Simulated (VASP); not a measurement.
MgS:

```xyz
4
Lattice="4.0287 0.0000 0.0000 -2.0143 3.4889 0.0000 0.0000 0.0000 6.4542" Properties=species:S:1:pos:R:3 pbc="T T T"
Mg    2.0143    1.1630    3.2085
Mg    0.0000    2.3260    6.4356
S     0.0000    2.3260    2.4389
S     2.0143    1.1630    5.6660
```

Base run:

```yaml
Program: VASP 6.6.1
Functional: LDA
Potentials_or_basis: VASP PAW LDA potentials, release 64 (Mg, S)
Cutoff: 520 eV
k_mesh: 12 × 12 × 4
Occupations: gaussian, width 0.01 eV
Spin: no spin polarisation
```

Its results: band gap on the k mesh 3.19 eV, direct; pressure -2.4 GPa.

Q: The run is repeated on the same cell with these changes: functional from LDA to r2SCAN; potentials or basis from VASP PAW LDA potentials, release 64 (Mg, S) to VASP PAW PBE potentials, release 64 (Mg, S). What comes out?

A: Band gap on the k mesh 4.13 eV, direct; pressure -0.3 GPa.

Caveats: the PAW data sets were made with another functional, which shifts forces and pressure a little (some runs).

A k mesh can miss the band edges.
